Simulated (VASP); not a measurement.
**AlN (sol): single point with PBEsol**

AlN (sol):

```
Al N
1.0
     3.11358    0.00000    0.00000
    -1.55679    2.69644    0.00000
     0.00000    0.00000    4.98313
Al N
2 2
Cartesian
  0.0000 1.7976 0.0000
  1.5568 0.8988 2.4915
  0.0000 1.7976 1.9036
  1.5568 0.8988 4.3951
```

* Program: VASP 6.6.1
* Task: single point
* Functional: PBEsol
* Potentials or basis: VASP PAW PBE potentials, release 64 (Al, N)
* Cutoff: 520 eV
* k mesh: 9 × 9 × 6
* Occupations: gaussian, width 0.02 eV
* Spin: no spin polarisation

```json
{
 "Pressure": "0.0 GPa",
 "Band gap on the k mesh": "4.11 eV, direct"
}
```

Levels at points of the mesh, in eV from the valence-band top:
```
           k point  band 5  band 6  band 7  band 8  band 9  band 10  band 11  band 12
(0.00, 0.00, 0.00)   -0.88   -0.22   -0.22    0.00    4.11     6.55    10.49    11.02
(0.00, 0.00, 0.50)   -0.56   -0.56   -0.56   -0.56    6.37     6.37    10.20    10.20
```

Wall time 16 s on 1 thread of AMD EPYC 9R14 (Zen 4), with other jobs on the host, peak memory 0.14 GiB.

Caveat: the PAW data sets were made with another functional, which shifts forces and pressure a little. A k mesh can miss the band edges.
